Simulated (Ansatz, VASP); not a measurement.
## AlN: VASP beside Ansatz

The input INCAR:

```
SYSTEM = AlN
PREC = Accurate ; ENCUT = 520
EDIFF = 1E-6 ; ISMEAR = 0
SIGMA = 0.02 ; LREAL = .FALSE.
LASPH = .TRUE. ; NELM = 80
ALGO = Normal ; ISIF = 2
LWAVE = .FALSE. ; LCHARG = .FALSE.
GGA = PS ; NBANDS = 16
```

KPOINTS

```
Automatic mesh
0
G
  9 9 6
  0 0 0
```

The input POSCAR:

```
AlN
1.0
    3.2133230124      0.0000000000      0.0000000000
   -1.6066615062      2.7828193593      0.0000000000
    0.0000000000      0.0000000000      5.2163964200
Al N
2 2
Direct
    0.3333333333      0.6666666667     -0.0502209723
    0.6666666667      0.3333333333      0.4497790277
    0.3333333333      0.6666666667      0.4352209723
    0.6666666667      0.3333333333      0.9352209723
```

Input for Ansatz:

```yaml
crystal:
  lattice:
    - [3.2133230124, 0.0, 0.0]
    - [-1.6066615062, 2.7828193593, 0.0]
    - [0.0, 0.0, 5.21639642]
  atoms:
    - { symbol: Al, position: [0.3333333333, 0.6666666667, -0.0502209723] }
    - { symbol: Al, position: [0.6666666667, 0.3333333333, 0.4497790277] }
    - { symbol: "N", position: [0.3333333333, 0.6666666667, 0.4352209723] }
    - { symbol: "N", position: [0.6666666667, 0.3333333333, 0.9352209723] }
basis:
  ecutwfc: 420
kpoints:
  mp_grid: { grid: [9, 9, 6] }
hamiltonian:
  xc: pbesol
scf:
  occupations: { method: gaussian, width: 0.02 }
output:
  forces: true
  stress: true
  eigenvalues: true
```

Alike in both runs: task single point; functional PBEsol; k mesh 9 × 9 × 6; occupations gaussian, width 0.02 eV; no spin polarisation.

```csv
,VASP,Ansatz
version,VASP 6.6.1,Ansatz 0.2.0
potentials or method,"VASP PAW PBE potentials, release 64 (Al, N), cutoff 520 eV","scalar-relativistic, plane waves, PAW"
valence electrons in the cell,16,16
```

```csv
,VASP,Ansatz,Ansatz less VASP
gap on the k mesh at the Fermi level (eV),1.96,1.95,-0.009
least direct gap on the mesh (eV),1.96,1.95,-0.009
pressure (GPa),-9.9,-9.9,+0.03
"traceless stress, the component that is largest in VASP (GPa)",-6.19,-6.07,+0.118
rms of the force components (eV/Å),0.183,0.183,-0.0007
```

VASP's potentials were made for PBE, not for PBEsol. Atom by atom the forces differ by 0.001 eV/Å (rms over components).
